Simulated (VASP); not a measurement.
# Nb (I4/mmm) in VASP: further runs, part 2 of 2

VASP 6.6.1. Earlier steps stand in the parts before.

## 3. Single point, LDA (strain -0.1500 x Voigt [0, 1, 0, 0, 0, 0])

The input, INCAR:

```
ALGO     = Normal         # electronic algorithm
EDIFF    = 1E-6           # SCF threshold, eV
ENCUT    = 500            # plane-wave cutoff, eV
GGA_COMPAT= False        
ISIF     = 2              # what is computed and relaxed
ISMEAR   = 0              # smearing method
LASPH    = True           # aspherical terms in the spheres
LCHARG   = False          # write CHGCAR
LREAL    = False          # projectors in reciprocal space
LWAVE    = False          # write WAVECAR
NBANDS   = 12             # bands
NELM     = 120            # most SCF steps
PREC     = Accurate       # precision mode
SIGMA    = 0.15           # smearing width, eV
```

The input, KPOINTS:

```
k-points
0
Gamma
  20 20 20
```

The input, POSCAR:

```
Nb
1.0
   -1.6639500000      1.4143575000      1.6639500000
    1.6639500000     -1.4143575000      1.6639500000
    1.6639500000      1.4143575000     -1.6639500000
Nb
1
Direct
    0.0000000000      0.0000000000      0.0000000000
```

Potentials or basis: VASP PAW LDA potentials, release 64 (Nb_sv).

Command:

```console
$ cat potpaw_LDA.64/Nb_sv/POTCAR > POTCAR
$ mpirun -np 1 vasp_std > vasp.out
```

OUTCAR:

```text
EDIFF = 1E-6
   ENCUT = 500
   ISIF = 2
   ISMEAR = 0
   LASPH = True
   LREAL = False
   NELM = 120
   PREC = Accurate

 ion  position               nearest neighbor table
   1  0.000  0.000  0.000-

  LATTYP: Found a body centered tetragonal cell.
 ALAT       =     3.3279000000
 C/A-ratio  =     0.8500000000

  Lattice vectors:

 A1 = (  -1.6639500000,  -1.4143575000,   1.6639500000)
 A2 = (   1.6639500000,  -1.4143575000,  -1.6639500000)
 A3 = (   1.6639500000,   1.4143575000,   1.6639500000)

Analysis of symmetry for initial positions (statically):
=====================================================================
 Subroutine PRICEL returns:
 Original cell was already a primitive cell.

 Routine SETGRP: Setting up the symmetry group for a
 body centered tetragonal supercell.

 Subroutine GETGRP returns: Found 16 space group operations
 (whereof 16 operations were pure point group operations)
 out of a pool of 16 trial point group operations.

The static configuration has the point symmetry D_4h.

Analysis of symmetry for dynamics (positions and initial velocities):
=====================================================================
 Subroutine PRICEL returns:
 Original cell was already a primitive cell.

 Routine SETGRP: Setting up the symmetry group for a
 body centered tetragonal supercell.

 Subroutine GETGRP returns: Found 16 space group operations
 (whereof 16 operations were pure point group operations)
 out of a pool of 16 trial point group operations.

The dynamic configuration has the point symmetry D_4h.

 Subroutine INISYM returns: Found 16 space group operations
 (whereof 16 operations are pure point group operations),
 and found     1 'primitive' translations

----------------------------------------------------------------------------------------

                                     Primitive cell

  volume of cell :      15.6639

  direct lattice vectors                    reciprocal lattice vectors
    -1.663950000  1.414357500  1.663950000     0.000000000  0.353517410  0.300489798
     1.663950000 -1.414357500  1.663950000     0.300489798  0.000000000  0.300489798
     1.663950000  1.414357500 -1.663950000     0.300489798  0.353517410  0.000000000

  length of vectors
     2.745517500  2.745517500  2.745517500     0.463970557  0.424956748  0.463970557

  position of ions in fractional coordinates (direct lattice)
     0.000000000  0.000000000  0.000000000

  ion indices of the primitive-cell ions
   primitive index   ion index
                 1           1

----------------------------------------------------------------------------------------

 KPOINTS: k-points

Automatic generation of k-mesh.
 Grid dimensions read from file:
 generate k-points for:   20   20   20

 Generating k-lattice:

  Cartesian coordinates                     Fractional coordinates (reciprocal lattice)
     0.000000000  0.017675870  0.015024490     0.050000000  0.000000000  0.000000000
     0.015024490  0.000000000  0.015024490     0.000000000  0.050000000  0.000000000
     0.015024490  0.017675870  0.000000000     0.000000000  0.000000000  0.050000000

  Length of vectors
     0.023198528  0.021247837  0.023198528

  Shift w.r.t. Gamma in fractional coordinates (k-lattice)
     0.000000000  0.000000000  0.000000000

 Subroutine IBZKPT returns following result:
 ===========================================

 Found    641 irreducible k-points:

 Following reciprocal coordinates:
            Coordinates               Weight
  0.000000  0.000000  0.000000      1.000000
  0.050000  0.000000 -0.000000      8.000000
  0.100000  0.000000 -0.000000      8.000000
  0.150000  0.000000 -0.000000      8.000000
  0.200000  0.000000 -0.000000      8.000000
  0.250000  0.000000 -0.000000      8.000000
[... 16 lines left out ...]
 -0.450000  0.050000  0.000000     16.000000
 -0.400000  0.050000  0.000000     16.000000
 [... further k-points ...]
   k-points           NKPTS =    641   k-points in BZ     NKDIM =    641   number of bands    NBANDS=     12
   number of dos      NEDOS =    301   number of ions     NIONS =      1
   total plane-waves  NPLWV =   8000
   dimension x,y,z NGX =    20 NGY =   20 NGZ =   20
   dimension x,y,z NGXF=    40 NGYF=   40 NGZF=   40
   ions per type =               1
   NGX,Y,Z   is equivalent  to a cutoff of  12.11, 12.11, 12.11 a.u.
   NGXF,Y,Z  is equivalent  to a cutoff of  24.22, 24.22, 24.22 a.u.
 SYSTEM =  unknown system
   PREC   = accura    normal or accurate (medium, high low for compatibility)
   ISTART =      0    job   : 0-new  1-cont  2-samecut
   ICHARG =      2    charge: 1-file 2-atom 10-const
   ISPIN  =      1    spin polarized calculation?
   LNONCOLLINEAR =      F non collinear calculations
   LSORBIT =      F    spin-orbit coupling
   LASPH  =      T    aspherical Exc in radial PAW
   ENCUT  =  500.0 eV  36.75 Ry    6.06 a.u.   5.01  5.01  5.01*2*pi/ulx,y,z
   NELM   =    120;   NELMIN=  2; NELMDL= -5     # of ELM steps
   EDIFF  = 0.1E-05   stopping-criterion for ELM
   LREAL  =      F    real-space projection
   EDIFFG = 0.1E-04   stopping-criterion for IOM
   NSW    =      0    number of steps for IOM
   IBRION =     -1    ionic relax: 0-MD 1-quasi-New 2-CG
   NFREE  =      0    steps in history (QN), initial steepest desc. (CG)
   ISIF   =      2    stress and relaxation
   ISYM   =      2    0-nonsym 1-usesym 2-fastsym
   POTIM  = 0.5000    time-step for ionic-motion
   TEBEG  =    0.0;   TEEND  =   0.0 temperature during run
   PSTRESS=    0.0 pullay stress
   NELECT =      13.0000    total number of electrons
   NUPDOWN=      -1.0000    fix difference up-down
   EMIN   =  10.00;   EMAX   =-10.00  energy-range for DOS
   EFERMI =   0.00;   METHOD = LEGACY
   ISMEAR =     0;   SIGMA  =   0.15  broadening in eV -4-tet -1-fermi 0-gaus
   EFERMI_NEDOS =   21; number of points for ismear=-14 and -15
   IALGO  =     38    algorithm
   IMIX   =      4    mixing-type and parameters
     AMIX     =   0.40;   BMIX     =  1.00
     AMIX_MAG =   1.60;   BMIX_MAG =  1.00
  volume/ion in A,a.u.               =      15.66       105.71
  Fermi-wavevector in a.u.,A,eV,Ry     =   1.538471  2.907289 32.203543  2.366894
  Thomas-Fermi vector in A             =   2.644835
   LORBIT       =      0    0 simple, 1 ext, 2 COOP (PROOUT), +10 PAW based schemes
   GGA     = CA    functional components
   LHFCALC =     F    Hartree Fock is set to
   AEXX    =    0.0000 exact exchange contribution
   IVDW    =     0    specifies the selected vdW correction
   LEPSILON=     F    determine dielectric tensor
   LRPA    =     F    only Hartree local field effects (RPA)
 non-spin polarized calculation
 Gauss-broadening in eV      SIGMA  =   0.15
  energy-cutoff  :      500.00
  volume of cell :       15.66
 maximum number of plane-waves:       413
   NGX =  9   NGY =  9   NGZ =  9

 number of electron      13.0000000 magnetization

 Free energy of the ion-electron system (eV)
  ---------------------------------------------------
  ext. energy  EPLUGINS =         0.00000000
  ---------------------------------------------------
  free energy    TOTEN  =       -11.04109185 eV

  energy without entropy =      -11.02846984  energy(sigma->0) =      -11.03478085

 E-fermi :  13.2872     XC(G=0): -13.4453

 val. band max:       13.2860562620   @ k =   0.2500   0.0500   0.0500
 cond. band min:      13.2890581412   @ k =  -0.3000   0.0500   0.0000
 fundamental gap:      0.0030018791
 Fermi energy:        13.2871996885

 k-point     1 :       0.0000    0.0000    0.0000
  band No.  band energies     occupation
      1     -40.9289      2.00000
      2     -16.0255      2.00000
      3     -16.0255      2.00000
      4     -15.8785      2.00000
      5       6.9743      2.00000
      6      12.0140      2.00000
      7      14.3872      0.00000
      8      14.3872      0.00000
      9      14.8920      0.00000
     10      18.0007      0.00000
     11      26.9135      0.00000
     12      26.9135      0.00000
[... 331 lines left out ...]
 k-point    24 :      -0.4000    0.0500    0.0000
  band No.  band energies     occupation
      1     -40.5079      2.00000
      2     -17.8264      2.00000
      3     -16.5907      2.00000
      4     -16.1949      2.00000
      5       9.0258      2.00000
      6      10.6227      2.00000
      7      14.8359      0.00000
      8      16.6243      0.00000
      9      18.6352      0.00000
     10      18.8653      0.00000
     11      26.2163      0.00000
     12      29.8590      0.00000

 [... further k-points ...]

------------------------ aborting loop because EDIFF is reached ----------------------------------------

  FORCE on cell =-STRESS in cart. coord.  units (eV):
  Direction    XX          YY          ZZ          XY          YZ          ZX
  --------------------------------------------------------------------------------------
  -------------------------------------------------------------------------------------
  Total        1.4243412      3.9568818      1.4243412      0.0000000      0.0000000      0.0000000
  in kB      145.6883706    404.7286294    145.6883706      0.0000000      0.0000000      0.0000000
  external PRESSURE =     232.0351236 kB  Pullay stress =       0.0000000 kB

 VOLUME and BASIS-vectors are now :
 -----------------------------------------------------------------------------
  energy-cutoff  :      500.00
  volume of cell :       15.66
      direct lattice vectors                 reciprocal lattice vectors
    -1.663950000  1.414357500  1.663950000     0.000000000  0.353517410  0.300489798
     1.663950000 -1.414357500  1.663950000     0.300489798  0.000000000  0.300489798
     1.663950000  1.414357500 -1.663950000     0.300489798  0.353517410  0.000000000

 POSITION                                       TOTAL-FORCE (eV/Angst)
 -----------------------------------------------------------------------------------
      0.00000      0.00000      0.00000        -0.000000      0.000000      0.000000
 -----------------------------------------------------------------------------------
    total drift:                                0.000000     -0.000000      0.000000

  FREE ENERGIE OF THE ION-ELECTRON SYSTEM (eV)
  ---------------------------------------------------
  free  energy   TOTEN  =       -11.0410918546 eV

  energy  without entropy=      -11.0284698404  energy(sigma->0) =      -11.03478085
```

It took 41 s on 1 thread of Intel Xeon Platinum 8559C (Emerald Rapids), shared host; peak memory 0.21 GiB.

Results:

* Free energy: -11.0411 eV
* Pressure: 23.2 GPa

Caveat: the cell differs from its parent crystal (strain -0.1500 x Voigt [0, 1, 0, 0, 0, 0]).

## 4. Single point, LDA (strain -0.1125 x Voigt [0, 1, 0, 0, 0, 0])

The input, INCAR:

```
SYSTEM = Nb
ALGO     = Normal         ! electronic algorithm
EDIFF    = 1E-6           ! SCF threshold, eV
ENCUT    = 500            ! plane-wave cutoff, eV
GGA      = CA             ! functional
GGA_COMPAT= .FALSE.      
ISIF     = 2              ! what is computed and relaxed
ISMEAR   = 0              ! smearing method
LASPH    = .TRUE.         ! aspherical terms in the spheres
LCHARG   = .FALSE.        ! write CHGCAR
LREAL    = .FALSE.        ! projectors in reciprocal space
LWAVE    = .FALSE.        ! write WAVECAR
NBANDS   = 12             ! bands
NELM     = 120            ! most SCF steps
PREC     = Accurate       ! precision mode
SIGMA    = 0.15           ! smearing width, eV
```

The input, KPOINTS:

```
k-points
0
G
  20 20 20
  0 0 0
```

The input, POSCAR:

```
Nb
1.0
   -1.6639500000      1.4767556250      1.6639500000
    1.6639500000     -1.4767556250      1.6639500000
    1.6639500000      1.4767556250     -1.6639500000
Nb
1
Direct
    0.0000000000      0.0000000000      0.0000000000
```

Potentials or basis: VASP PAW LDA potentials, release 64 (Nb_sv).

Command:

```console
$ cat potpaw_LDA.64/Nb_sv/POTCAR > POTCAR
$ mpirun -np 1 vasp_std > vasp.out
```

OUTCAR:

```text
SYSTEM = Nb
   EDIFF = 1E-6
   ENCUT = 500
   GGA = CA
   ISIF = 2
   ISMEAR = 0
   LASPH = .TRUE.
   LREAL = .FALSE.
   NELM = 120
   PREC = Accurate

 ion  position               nearest neighbor table
   1  0.000  0.000  0.000-

  LATTYP: Found a body centered tetragonal cell.
 ALAT       =     3.3279000000
 C/A-ratio  =     0.8875000000

  Lattice vectors:

 A1 = (  -1.6639500000,  -1.4767556250,   1.6639500000)
 A2 = (   1.6639500000,  -1.4767556250,  -1.6639500000)
 A3 = (   1.6639500000,   1.4767556250,   1.6639500000)

Analysis of symmetry for initial positions (statically):
=====================================================================
 Subroutine PRICEL returns:
 Original cell was already a primitive cell.

 Routine SETGRP: Setting up the symmetry group for a
 body centered tetragonal supercell.

 Subroutine GETGRP returns: Found 16 space group operations
 (whereof 16 operations were pure point group operations)
 out of a pool of 16 trial point group operations.

[... 167 lines left out ...]
 k-point     1 :       0.0000    0.0000    0.0000
  band No.  band energies     occupation
      1     -41.5942      2.00000
      2     -16.8107      2.00000
      3     -16.8107      2.00000
      4     -16.7490      2.00000
      5       6.3376      2.00000
      6      11.7586      2.00000
      7      13.3673      0.00000
      8      13.3673      0.00000
      9      14.7005      0.00000
     10      16.8595      0.00000
     11      26.2929      0.00000
     12      26.2929      0.00000
[... 331 lines left out ...]
 k-point    24 :      -0.4000    0.0500   -0.0000
  band No.  band energies     occupation
      1     -41.2540      2.00000
      2     -18.3967      2.00000
      3     -17.3254      2.00000
      4     -16.9279      2.00000
      5       8.5412      2.00000
      6      10.2588      2.00000
      7      13.8587      0.00000
      8      15.8595      0.00000
      9      17.4815      0.00000
     10      17.9685      0.00000
     11      25.4221      0.00000
     12      28.0211      0.00000

 [... further k-points ...]

------------------------ aborting loop because EDIFF is reached ----------------------------------------

  FORCE on cell =-STRESS in cart. coord.  units (eV):
  Direction    XX          YY          ZZ          XY          YZ          ZX
  --------------------------------------------------------------------------------------
  -------------------------------------------------------------------------------------
  Total        0.5544749      2.2642185      0.5544749      0.0000000      0.0000000      0.0000000
  in kB       54.3179377    221.8093009     54.3179377      0.0000000      0.0000000      0.0000000
  external PRESSURE =     110.1483921 kB  Pullay stress =       0.0000000 kB

 VOLUME and BASIS-vectors are now :
 -----------------------------------------------------------------------------
  energy-cutoff  :      500.00
  volume of cell :       16.35
      direct lattice vectors                 reciprocal lattice vectors
    -1.663950000  1.476755625  1.663950000     0.000000000  0.338580055  0.300489798
     1.663950000 -1.476755625  1.663950000     0.300489798  0.000000000  0.300489798
     1.663950000  1.476755625 -1.663950000     0.300489798  0.338580055  0.000000000

 POSITION                                       TOTAL-FORCE (eV/Angst)
 -----------------------------------------------------------------------------------
      0.00000      0.00000      0.00000         0.000000      0.000000      0.000000
 -----------------------------------------------------------------------------------
    total drift:                                0.000000     -0.000000      0.000000

  FREE ENERGIE OF THE ION-ELECTRON SYSTEM (eV)
  ---------------------------------------------------
  free  energy   TOTEN  =       -11.1769544916 eV

  energy  without entropy=      -11.1635003762  energy(sigma->0) =      -11.17022743
```

OSZICAR:

```text
N       E                     dE             d eps       ncg     rms          rms(c)
DAV:   1     0.119079027276E+03    0.11908E+03   -0.71071E+03 15512   0.107E+03
DAV:   2    -0.644800244309E+01   -0.12553E+03   -0.12059E+03 16628   0.405E+02
DAV:   3    -0.112868561901E+02   -0.48389E+01   -0.46010E+01 22888   0.717E+01
DAV:   4    -0.115368485303E+02   -0.24999E+00   -0.24814E+00 21944   0.140E+01
DAV:   5    -0.115477012005E+02   -0.10853E-01   -0.10847E-01 23100   0.250E+00    0.824E+00
DAV:   6    -0.112131318703E+02    0.33457E+00   -0.50963E-01 25288   0.945E+00    0.305E+00
DAV:   7    -0.111727451571E+02    0.40387E-01   -0.16073E-01 25528   0.518E+00    0.892E-01
DAV:   8    -0.111768957706E+02   -0.41506E-02   -0.12384E-02 18476   0.141E+00    0.261E-02
DAV:   9    -0.111769496733E+02   -0.53903E-04   -0.85400E-04 25024   0.284E-01    0.408E-02
DAV:  10    -0.111769582974E+02   -0.86241E-05   -0.17805E-05 19140   0.463E-02    0.216E-02
DAV:  11    -0.111769545663E+02    0.37310E-05   -0.71829E-06 20320   0.478E-02    0.383E-03
DAV:  12    -0.111769544916E+02    0.74725E-07   -0.16518E-07 11108   0.637E-03
   1 F= -.11176954E+02 E0= -.11170227E+02  d E =-.134541E-01
```

stdout:

```text
POSCAR found type information on POSCAR Nb
 POSCAR found :  1 types and       1 ions
 scaLAPACK will be used
 LDA part: xc-table for (Slater(with rela. corr.)+CA(PZ))
 , standard interpolation
 POSCAR, INCAR and KPOINTS ok, starting setup
 FFT: planning ... GRIDC
 FFT: planning ... GRID_SOFT
 FFT: planning ... GRID
 WAVECAR not read
 entering main loop
```

It took 42 s on 1 thread of Intel Xeon Platinum 8559C (Emerald Rapids), shared host; peak memory 0.21 GiB.

What came out:

```
Free energy : -11.1770 eV
Pressure    : 11.0 GPa
```

Stress tensor (GPa, compression positive):
```
 5.43  0.00  0.00
 0.00 22.18  0.00
 0.00  0.00  5.43
```

Caveat: the cell differs from its parent crystal (strain -0.1125 x Voigt [0, 1, 0, 0, 0, 0]).

## 5. The runs side by side

| cell | gap on the mesh (eV) | pressure (GPa) |
| --- | --- | --- |
| a = 3.013 Å, angles 113.0, 102.7, 113.0°, 1 atom | none | -25.1 |
| a = 2.746 Å, angles 105.4, 118.0, 105.4°, 1 atom | none | 23.2 |
| a = 2.778 Å, angles 106.4, 115.8, 106.4°, 1 atom | none | 11.0 |

Alike in all rows: task single point; level LDA; potentials or basis VASP PAW LDA potentials, release 64 (Nb_sv); no spin polarisation; k mesh 20 × 20 × 20; cutoff (eV) 500; smearing gaussian 0.15 eV.

Total energies depend on the potentials used, so only differences within one code and one set of settings carry meaning.
